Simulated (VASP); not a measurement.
Input of a VASP 6.6.1 run:

The input INCAR:

```
PREC = Accurate
ENCUT = 500
EDIFF = 1E-6
ISMEAR = 0
SIGMA = 0.1
LREAL = F
LASPH = T
NELM = 120
ALGO = Normal
ISIF = 2
LWAVE = F
LCHARG = T
GGA = PS
LELF = T
LVHAR = T
NBANDS = 19
GGA_COMPAT = F
```

Contents of KPOINTS:

```
regular mesh
0
Gamma
  6 6 4
```

POSCAR

```
Zr
1.0
    3.2392314131      0.0000000000      0.0000000000
   -1.6196157065      2.8052566925      0.0000000000
    0.0000000000      0.0000000000      5.1722200000
Zr
2
Direct
    0.3333333333      0.6666666667      0.2500000000
    0.6755785071      0.3511570142      0.7500000000
```

Potentials or basis: VASP PAW PBE potentials, release 64 (Zr_sv).

Command:

```sh
$ cat potpaw_PBE.64/Zr_sv/POTCAR > POTCAR
$ mpirun -np 1 vasp_std > vasp.out
```

Predict the largest force.

0.039 eV/Å.

What does it give for the pressure?

-4.3 GPa.

What does it give for the band gap on the k mesh?

Zero (band 12 reaches 9.66 eV, above the bottom of band 13 at 8.73 eV).

Stress tensor (GPa, compression positive):
```
-4.11  0.00  0.00
 0.00 -4.83  0.00
 0.00  0.00 -3.85
```

Caveat: the k points lie up to 0.37 Å⁻¹ apart; the PAW data sets were made with another functional, which shifts forces and pressure a little.
